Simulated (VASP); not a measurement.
# InGa2P3 (I-4m2) in VASP: relaxation of cell and atoms with PBE

Aim: the relaxation of cell and atoms of InGa2P3 with PBE.

All numbers are computed with VASP 6.6.1; they aren't measurements. Logs are shortened: lines on timing, memory, paths and dates and some standing lists are left out, and cuts for length are marked.

## 1. The cell of the first run

Symmetry: I-4m2, No. 119, tetragonal system. Conventional cell: a = 3.993 Å, b = 3.993 Å, c = 17.023 Å, α = 90.00°, β = 90.00°, γ = 90.00°. Within 3.4 Å of In (site symmetry -4m2) lie 4 P at 2.55 Å. Ga (site symmetry 2mm) has 4 P at 2.40 to 2.41 Å within 3.2 Å. P (site symmetry 2mm) has 2 Ga at 2.40 Å and 2 In at 2.55 Å within 3.2 Å. P (site symmetry -4m2) has 4 Ga at 2.41 Å within 3.2 Å.

## 2. Relaxation of cell and atoms, PBE

INCAR reads:

```
SYSTEM = InGa2P3
ALGO     = Normal         ! electronic algorithm
EDIFF    = 1E-7           ! SCF threshold, eV
EDIFFG   = -0.01          ! ionic threshold
ENCUT    = 600            ! plane-wave cutoff, eV
GGA      = PE             ! functional
IBRION   = 2              ! ionic algorithm
ISIF     = 3              ! what is computed and relaxed
ISMEAR   = 0              ! smearing method
KPAR     = 2            
LASPH    = .TRUE.         ! aspherical terms in the spheres
LCHARG   = .FALSE.        ! write CHGCAR
LREAL    = .FALSE.        ! projectors in reciprocal space
LWAVE    = .FALSE.        ! write WAVECAR
NELM     = 80             ! most SCF steps
NSW      = 100            ! ionic steps
PREC     = Accurate       ! precision mode
SIGMA    = 0.02           ! smearing width, eV
```

KPOINTS reads:

```
k-points
0
G
  10 10 10
  0 0 0
```

POSCAR reads:

```
InGa2P3
1.0
   -1.9967299988      1.9967299988      8.5116929832
    1.9967299988     -1.9967299988      8.5116929832
    1.9967299988      1.9967299988     -8.5116929832
In Ga P
1 2 3
Direct
    0.0000000000      0.0000000000      0.0000000000
    0.6709666442      0.6709666442      0.0000000000
    0.3290333558      0.3290333558      0.0000000000
    0.9071899766      0.4071899766      0.5000000000
    0.2500000000      0.7500000000      0.5000000000
    0.5928100234      0.0928100234      0.5000000000
```

Potentials or basis: VASP PAW PBE potentials, release 64 (In_d, Ga_d, P).

Started as:

```bash
$ cat potpaw_PBE.64/In_d/POTCAR potpaw_PBE.64/Ga_d/POTCAR potpaw_PBE.64/P/POTCAR > POTCAR
$ mpirun -np 2 vasp_std > vasp.out
```

OUTCAR:

```text
SYSTEM = InGa2P3
   EDIFF = 1E-7
   EDIFFG = -0.01
   ENCUT = 600
   GGA = PE
   IBRION = 2
   ISIF = 3
   ISMEAR = 0
   LASPH = .TRUE.
   LREAL = .FALSE.
   NELM = 80
   NSW = 100
   PREC = Accurate

 ion  position               nearest neighbor table
   1  0.000  0.000  0.000-   6 2.55   4 2.55   6 2.55   4 2.55
   2  0.671  0.671  0.000-   6 2.40   6 2.40   5 2.41   5 2.41
   3  0.329  0.329  0.000-   4 2.40   4 2.40   5 2.41   5 2.41
   4  0.907  0.407  0.500-   3 2.40   3 2.40   1 2.55   1 2.55
   5  0.250  0.750  0.500-   2 2.41   3 2.41   3 2.41   2 2.41
   6  0.593  0.093  0.500-   2 2.40   2 2.40   1 2.55   1 2.55

  LATTYP: Found a body centered tetragonal cell.
 ALAT       =     3.9934599976
 C/A-ratio  =     4.2628161986

  Lattice vectors:

 A1 = (  -1.9967299988,   1.9967299988,   8.5116929832)
 A2 = (   1.9967299988,  -1.9967299988,   8.5116929832)
 A3 = (   1.9967299988,   1.9967299988,  -8.5116929832)

Analysis of symmetry for initial positions (statically):
=====================================================================
 Subroutine PRICEL returns:
 Original cell was already a primitive cell.

 Routine SETGRP: Setting up the symmetry group for a
 body centered tetragonal supercell.

 Subroutine GETGRP returns: Found  8 space group operations
 (whereof  8 operations were pure point group operations)
 out of a pool of 16 trial point group operations.

The static configuration has the point symmetry D_2d.

Analysis of symmetry for dynamics (positions and initial velocities):
=====================================================================
 Subroutine PRICEL returns:
 Original cell was already a primitive cell.

 Routine SETGRP: Setting up the symmetry group for a
 body centered tetragonal supercell.

 Subroutine GETGRP returns: Found  8 space group operations
 (whereof  8 operations were pure point group operations)
 out of a pool of 16 trial point group operations.

The dynamic configuration has the point symmetry D_2d.

 Subroutine INISYM returns: Found  8 space group operations
 (whereof  8 operations are pure point group operations),
 and found     1 'primitive' translations

----------------------------------------------------------------------------------------

                                     Primitive cell

  volume of cell :     135.7421

  direct lattice vectors                    reciprocal lattice vectors
    -1.996729999  1.996729999  8.511692983     0.000000000  0.250409420  0.058742720
     1.996729999 -1.996729999  8.511692983     0.250409420  0.000000000  0.058742720
     1.996729999  1.996729999 -8.511692983     0.250409420  0.250409420  0.000000000

  length of vectors
     8.967874822  8.967874822  8.967874822     0.257207279  0.257207279  0.354132397

  position of ions in fractional coordinates (direct lattice)
     0.000000000  0.000000000  0.000000000
     0.670966644  0.670966644  0.000000000
     0.329033356  0.329033356  0.000000000
     0.907189977  0.407189977  0.500000000
     0.250000000  0.750000000  0.500000000
     0.592810023  0.092810023  0.500000000

  ion indices of the primitive-cell ions
   primitive index   ion index
                 1           1
                 2           2
                 3           3
                 4           4
                 5           5
                 6           6

----------------------------------------------------------------------------------------

 KPOINTS: k-points

Automatic generation of k-mesh.
 Grid dimensions read from file:
 generate k-points for:   10   10   10

 Generating k-lattice:

  Cartesian coordinates                     Fractional coordinates (reciprocal lattice)
     0.000000000  0.025040942  0.005874272     0.100000000  0.000000000 -0.000000000
     0.025040942  0.000000000  0.005874272     0.000000000  0.100000000 -0.000000000
     0.025040942  0.025040942  0.000000000     0.000000000  0.000000000  0.100000000

  Length of vectors
     0.025720728  0.025720728  0.035413240

  Shift w.r.t. Gamma in fractional coordinates (k-lattice)
     0.000000000  0.000000000  0.000000000

 Subroutine IBZKPT returns following result:
 ===========================================

 Found    102 irreducible k-points:

 Following reciprocal coordinates:
            Coordinates               Weight
  0.000000  0.000000  0.000000      1.000000
  0.100000  0.000000 -0.000000      8.000000
  0.200000  0.000000 -0.000000      8.000000
  0.300000  0.000000 -0.000000      8.000000
  0.400000  0.000000 -0.000000      8.000000
  0.500000  0.000000 -0.000000      4.000000
[... 16 lines left out ...]
  0.300000  0.300000 -0.000000      8.000000
  0.400000  0.300000 -0.000000     16.000000
 [... further k-points ...]
   k-points           NKPTS =    102   k-points in BZ     NKDIM =    102   number of bands    NBANDS=     32
   number of dos      NEDOS =    301   number of ions     NIONS =      6
   total plane-waves  NPLWV = 373248
   dimension x,y,z NGX =    72 NGY =   72 NGZ =   72
   dimension x,y,z NGXF=   144 NGYF=  144 NGZF=  144
   ions per type =               1   2   3
   NGX,Y,Z   is equivalent  to a cutoff of  13.35, 13.35, 13.35 a.u.
   NGXF,Y,Z  is equivalent  to a cutoff of  26.69, 26.69, 26.69 a.u.
 SYSTEM =  InGa2P3
   PREC   = accura    normal or accurate (medium, high low for compatibility)
   ISTART =      0    job   : 0-new  1-cont  2-samecut
   ICHARG =      2    charge: 1-file 2-atom 10-const
   ISPIN  =      1    spin polarized calculation?
   LNONCOLLINEAR =      F non collinear calculations
   LSORBIT =      F    spin-orbit coupling
   LASPH  =      T    aspherical Exc in radial PAW
   ENCUT  =  600.0 eV  44.10 Ry    6.64 a.u.  17.91 17.91 17.91*2*pi/ulx,y,z
   NELM   =     80;   NELMIN=  2; NELMDL= -5     # of ELM steps
   EDIFF  = 0.1E-06   stopping-criterion for ELM
   LREAL  =      F    real-space projection
   EDIFFG = -.1E-01   stopping-criterion for IOM
   NSW    =    100    number of steps for IOM
   IBRION =      2    ionic relax: 0-MD 1-quasi-New 2-CG
   NFREE  =      1    steps in history (QN), initial steepest desc. (CG)
   ISIF   =      3    stress and relaxation
   ISYM   =      2    0-nonsym 1-usesym 2-fastsym
   POTIM  = 0.5000    time-step for ionic-motion
   TEBEG  =    0.0;   TEEND  =   0.0 temperature during run
   PSTRESS=    0.0 pullay stress
   NELECT =      54.0000    total number of electrons
   NUPDOWN=      -1.0000    fix difference up-down
   EMIN   =  10.00;   EMAX   =-10.00  energy-range for DOS
   EFERMI =   0.00;   METHOD = LEGACY
   ISMEAR =     0;   SIGMA  =   0.02  broadening in eV -4-tet -1-fermi 0-gaus
   EFERMI_NEDOS =   21; number of points for ismear=-14 and -15
   IALGO  =     38    algorithm
   IMIX   =      4    mixing-type and parameters
     AMIX     =   0.40;   BMIX     =  1.00
     AMIX_MAG =   1.60;   BMIX_MAG =  1.00
  volume/ion in A,a.u.               =      22.62       152.67
  Fermi-wavevector in a.u.,A,eV,Ry     =   1.204022  2.275272 19.723955  1.449670
  Thomas-Fermi vector in A             =   2.339759
   LORBIT       =      0    0 simple, 1 ext, 2 COOP (PROOUT), +10 PAW based schemes
   GGA     = PE    functional components
   LHFCALC =     F    Hartree Fock is set to
   AEXX    =    0.0000 exact exchange contribution
   IVDW    =     0    specifies the selected vdW correction
   LEPSILON=     F    determine dielectric tensor
   LRPA    =     F    only Hartree local field effects (RPA)
 conjugate gradient relaxation of ions
 non-spin polarized calculation
 Gauss-broadening in eV      SIGMA  =   0.02
  energy-cutoff  :      600.00
  volume of cell :      135.74
 maximum number of plane-waves:      4570
   NGX = 35   NGY = 35   NGZ = 35

--------------------------------------- Ionic step        1  -------------------------------------------

 number of electron      54.0000003 magnetization

 Free energy of the ion-electron system (eV)
  ---------------------------------------------------
  ext. energy  EPLUGINS =         0.00000000
  ---------------------------------------------------
  free energy    TOTEN  =       -26.53206413 eV

  energy without entropy =      -26.53206413  energy(sigma->0) =      -26.53206413

------------------------ aborting loop because EDIFF is reached ----------------------------------------

  FORCE on cell =-STRESS in cart. coord.  units (eV):
  Direction    XX          YY          ZZ          XY          YZ          ZX
  --------------------------------------------------------------------------------------
  -------------------------------------------------------------------------------------
  Total       -0.0375977     -0.0375977      0.1283216      0.0000000      0.0000000      0.0000000
  in kB       -0.4437688     -0.4437688      1.5145918      0.0000000      0.0000000      0.0000000
  external PRESSURE =       0.2090181 kB  Pullay stress =       0.0000000 kB
[... 145 lines left out ...]
  energy  without entropy=      -26.5323163774  energy(sigma->0) =      -26.53231638

--------------------------------------- Ionic step        5  -------------------------------------------

 number of electron      54.0000004 magnetization

 Free energy of the ion-electron system (eV)
  ---------------------------------------------------
  ext. energy  EPLUGINS =         0.00000000
  ---------------------------------------------------
  free energy    TOTEN  =       -26.53235294 eV

  energy without entropy =      -26.53235294  energy(sigma->0) =      -26.53235294

 E-fermi :   4.6903     XC(G=0):  -9.4821

 val. band max:        4.5711853727   @ k =   0.0000   0.0000   0.0000
 cond. band min:       5.5531623796   @ k =   0.0000   0.0000   0.0000
 fundamental gap:      0.9819770069
 Fermi energy:         4.6903176289

 k-point     1 :       0.0000    0.0000    0.0000
  band No.  band energies     occupation
      1     -10.0758      2.00000
      2     -10.0302      2.00000
      3      -9.9952      2.00000
      4      -9.9952      2.00000
      5      -9.9657      2.00000
      6      -9.9657      2.00000
[... 829 lines left out ...]
     31       8.2231      0.00000
     32       8.5272      0.00000

 [... further k-points ...]

------------------------ aborting loop because EDIFF is reached ----------------------------------------

  FORCE on cell =-STRESS in cart. coord.  units (eV):
  Direction    XX          YY          ZZ          XY          YZ          ZX
  --------------------------------------------------------------------------------------
  -------------------------------------------------------------------------------------
  Total       -0.0030647     -0.0030647      0.0008784      0.0000000      0.0000000     -0.0000000
  in kB       -0.0361589     -0.0361589      0.0103633      0.0000000      0.0000000     -0.0000000
  external PRESSURE =      -0.0206515 kB  Pullay stress =       0.0000000 kB
[... 21 lines left out ...]
  FREE ENERGIE OF THE ION-ELECTRON SYSTEM (eV)
  ---------------------------------------------------
  free  energy   TOTEN  =       -26.5323529428 eV

  energy  without entropy=      -26.5323529428  energy(sigma->0) =      -26.53235294

 reached required accuracy - stopping structural energy minimisation
```

It took 28 min on 2 MPI ranks of Intel Xeon 6975P-C (Granite Rapids), shared host; peak memory 1.2 GiB.

Results:

| Item | Value |
| --- | --- |
| Free energy | -26.5324 eV |
| Relaxed volume | 22.63 Å³/atom |
| Relaxed cell | a = 8.985 Å, b = 8.985 Å, c = 8.985 Å, α = 154.35°, β = 154.35°, γ = 36.60° |
| Space group after relaxing (to 0.1 Å) | I-4m2 (No. 119) |
| Energy gained by relaxing | 0.0 meV/atom |
| Ionic steps | 5 |
| Pressure after relaxing | 0.0 GPa |
| Largest force after relaxing | 0.005 eV/Å |
| Band gap on the k mesh | 0.98 eV |

Forces in eV/Å, atoms in the order of the input:
```
In   0.000  0.000  0.000
Ga   0.000  0.000 -0.005
Ga   0.000  0.000  0.005
P    0.000  0.000  0.000
P    0.000  0.000  0.000
P    0.000  0.000  0.000
```

The path:
| step | energy change (eV) | largest force (eV/Å) | pressure (GPa) | volume (Å³) |
| --- | --- | --- | --- | --- |
| 1 | 0.0000 | 0.0324 | 0.02 | 135.74 |
| 2 | -0.0002 | 0.0136 | 0.00 | 135.80 |
| 3 | -0.0003 | 0.0189 | -0.03 | 135.86 |
| 4 | -0.0003 | 0.0174 | -0.02 | 135.86 |
| 5 | -0.0003 | 0.0052 | 0.00 | 135.80 |

Final structure:
```yaml
crystal:
  lattice:
    - [-1.99486, 1.99486, 8.53111]
    - [1.99486, -1.99486, 8.53111]
    - [1.99486, 1.99486, -8.53111]
  atoms:
    - { symbol: In, position: [0.00000, 0.00000, 0.00000] }
    - { symbol: Ga, position: [0.67092, 0.67092, 0.00000] }
    - { symbol: Ga, position: [0.32908, 0.32908, 0.00000] }
    - { symbol: P, position: [0.90737, 0.40737, 0.50000] }
    - { symbol: P, position: [0.25000, 0.75000, 0.50000] }
    - { symbol: P, position: [0.59263, 0.09263, 0.50000] }
```

Levels at points of the mesh, in eV from the valence-band top:
| k point | band 25 | band 26 | band 27 | band 28 | band 29 | band 30 |
| --- | --- | --- | --- | --- | --- | --- |
| (0.00, 0.00, 0.00) | -0.13 | 0.00 | 0.00 | 0.98 | 1.75 | 1.82 |
| (0.50, 0.00, 0.00) | -1.31 | -1.08 | -0.64 | 1.36 | 2.42 | 2.98 |
| (0.50, 0.50, 0.00) | -2.98 | -2.48 | -2.46 | 1.70 | 1.92 | 3.27 |
| (0.50, 0.50, 0.50) | -1.12 | -0.67 | -0.67 | 1.63 | 1.78 | 2.69 |

Caveat: spin-orbit coupling is left out, which moves the levels of the heavy elements. A k mesh can miss the band edges.
